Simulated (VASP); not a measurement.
A run of VASP 6.6.1 is set up as follows.

Contents of INCAR:

```
ALGO = Normal
EDIFF = 1E-6
ENCUT = 520
GGA = PS
ISIF = 2
ISMEAR = 0
LASPH = True
LCHARG = False
LREAL = False
LWAVE = False
NBANDS = 14
NELM = 80
PREC = Accurate
SIGMA = 0.02
```

The input KPOINTS:

```
k-points
0
Gamma
  6 6 6
```

Contents of POSCAR:

```
NaCl
1.0
    3.5066377813     -0.0199975049      0.0121525993
   -0.0199975049      3.5604664416      0.0046929346
    0.0121525993      0.0046929346      3.5579098429
Na Cl
1 1
Direct
    0.0038261773     -0.0207298862     -0.0192593777
    0.4961738227      0.5207298862      0.5192593777
```

Potentials or basis: VASP PAW PBE potentials, release 64 (Na_pv, Cl).

The run is started by

```bash
$ cat potpaw_PBE.64/Na_pv/POTCAR potpaw_PBE.64/Cl/POTCAR > POTCAR
$ mpirun -np 1 vasp_std > vasp.out
```

Task: What does it give for the largest force?

Result: 0.044 eV/Å.

Task: Estimate the pressure.

Result: -1.6 GPa.

Task: Estimate the band gap on the k mesh.

Result: 3.70 eV, indirect (least direct gap 4.15 eV).

Stress tensor (GPa, compression positive):
```
-1.00 -0.09 -0.02
-0.09 -1.99  0.25
-0.02  0.25 -1.95
```

Caveat: the cell differs from its parent crystal (atoms moved at random and the cell strained at random); the PAW data sets were made with another functional, which shifts forces and pressure a little. A k mesh can miss the band edges.
